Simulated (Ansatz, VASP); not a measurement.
## BeS in VASP and in Ansatz

```
CELL_PARAMETERS angstrom
0.00000 2.31463 2.31463
2.31463 0.00000 2.31463
2.31463 2.31463 0.00000
ATOMIC_POSITIONS crystal
Be 0.00000 0.00000 0.00000
S 0.50000 0.50000 0.50000
```

Alike in both runs: functional PBE; k mesh 10 × 10 × 10; occupations gaussian, width 0.02 eV; no spin polarisation.

Ansatz relaxed the structure, and its values are those at the end. VASP's run is a single point on that final structure, the one shown.

|  | VASP | Ansatz |
| --- | --- | --- |
| version | VASP 6.6.1 | Ansatz 0.2.0 |
| potentials or method | VASP PAW PBE potentials, release 64 (Be, S), cutoff 520 eV | scalar-relativistic, plane waves, PAW |
| valence electrons in the cell | 8 | 8 |

|  | VASP | Ansatz | Ansatz less VASP |
| --- | --- | --- | --- |
| gap on the k mesh at the Fermi level (eV) | 1.03 | 1.03 | -0.006 |
| least direct gap on the mesh (eV) | 4.17 | 4.16 | -0.006 |
| pressure (GPa) | -0.1 | 0.0 | +0.08 |
